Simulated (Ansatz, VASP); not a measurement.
## Li2O in VASP and in Ansatz

INCAR

```
SYSTEM = Li2O
  PREC = Accurate
  ENCUT = 750
  EDIFF = 1E-6
  ISMEAR = 0
  SIGMA = 0.05
  LREAL = .False.
  LASPH = .True.
  NELM = 120
  ALGO = Normal
  ISIF = 2
  LWAVE = .False.
  LCHARG = .False.
  GGA = RE
  NBANDS = 13
  GGA_COMPAT = .False.
```

Contents of KPOINTS:

```
Automatic mesh
0
Gamma
  8 8 8
  0 0 0
```

The input POSCAR:

```
Li2O
1.0
    0.0000000000      2.3738190883      2.3738190883
    2.3738190883      0.0000000000      2.3738190883
    2.3738190883      2.3738190883      0.0000000000
Li O
2 1
Direct
    0.2500000000      0.2500000000      0.2500000000
    0.7500000000      0.7500000000      0.7500000000
    0.0000000000      0.0000000000      0.0000000000
```

Input for Ansatz:

```yaml
crystal:
  lattice:
    - [0.0, 2.3738190883, 2.3738190883]
    - [2.3738190883, 0.0, 2.3738190883]
    - [2.3738190883, 2.3738190883, 0.0]
  atoms:
    - { symbol: Li, position: [0.25, 0.25, 0.25] }
    - { symbol: Li, position: [0.75, 0.75, 0.75] }
    - { symbol: O, position: [0.0, 0.0, 0.0] }
basis:
  ecutwfc: 420
  ecutrho_ratio: 4
kpoints:
  mp_grid: { grid: [8, 8, 8] }
hamiltonian:
  xc: revpbe
scf:
  occupations: { method: gaussian, width: 0.05 }
output:
  forces: true
  stress: true
  eigenvalues: true
```

Alike in both runs: task single point; functional revPBE; k mesh 8 × 8 × 8; occupations gaussian, width 0.05 eV; no spin polarisation.

|  | VASP | Ansatz |
| --- | --- | --- |
| version | VASP 6.6.1 | Ansatz 0.2.0 |
| potentials or method | VASP PAW PBE potentials, release 64 (Li_sv, O), cutoff 750 eV | scalar-relativistic, plane waves, PAW |
| valence electrons in the cell | 12 | 12 |

|  | VASP | Ansatz | Ansatz less VASP |
| --- | --- | --- | --- |
| gap on the k mesh at the Fermi level (eV) | 4.76 | 4.76 | 0.000 |
| least direct gap on the mesh (eV) | 4.76 | 4.76 | 0.000 |
| pressure (GPa) | -3.1 | -2.7 | +0.42 |

VASP's potentials were made for PBE, not for revPBE. The functional is the same, so the differences come from potentials, cutoffs and numerics.
